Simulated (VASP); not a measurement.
Here is a VASP 6.6.1 calculation.

The input INCAR:

```
ALGO     = Normal         # electronic algorithm
EDIFF    = 1E-7           # SCF threshold, eV
EDIFFG   = -0.005         # ionic threshold
ENCUT    = 600            # plane-wave cutoff, eV
GGA      = PE             # functional
IBRION   = 2              # ionic algorithm
ISIF     = 3              # what is computed and relaxed
ISMEAR   = -1             # smearing method
LASPH    = True           # aspherical terms in the spheres
LCHARG   = False          # write CHGCAR
LREAL    = False          # projectors in reciprocal space
LWAVE    = False          # write WAVECAR
NELM     = 80             # most SCF steps
NSW      = 60             # ionic steps
PREC     = Accurate       # precision mode
SIGMA    = 0.05           # smearing width, eV
```

The input KPOINTS:

```
k-points
0
Gamma
  14 14 14
```

File POSCAR:

```
AlNi
1.0
    0.0000000000      2.4244436911      2.4244436911
    2.4244436911      0.0000000000      2.4244436911
    2.4244436911      2.4244436911      0.0000000000
Ni Al
1 1
Direct
    0.0000000000      0.0000000000      0.0000000000
    0.5000000000      0.5000000000      0.5000000000
```

Potentials or basis: VASP PAW PBE potentials, release 64 (Ni, Al).

Launch:

```sh
$ cat potpaw_PBE.64/Ni/POTCAR potpaw_PBE.64/Al/POTCAR > POTCAR
$ mpirun -np 1 vasp_std > vasp.out
```

Problem. Estimate the relaxed volume.

Solution. 14.33 Å³/atom.

Problem. Predict the space group after relaxing (to 0.05 Å).

Solution. Fm-3m (No. 225).

Problem. Predict the relaxed cell.

Solution. a = 3.435 Å, b = 3.435 Å, c = 3.435 Å, α = 60.00°, β = 60.00°, γ = 60.00°.

Final structure:
```
Ni Al
1.0
     0.00000    2.42897    2.42897
     2.42897    0.00000    2.42897
     2.42897    2.42897    0.00000
Ni Al
1 1
Cartesian
  0.0000 0.0000 0.0000
  2.4290 2.4290 2.4290
```

Spin polarisation is off, so any magnetic state and its effect on volume and gap are missing.
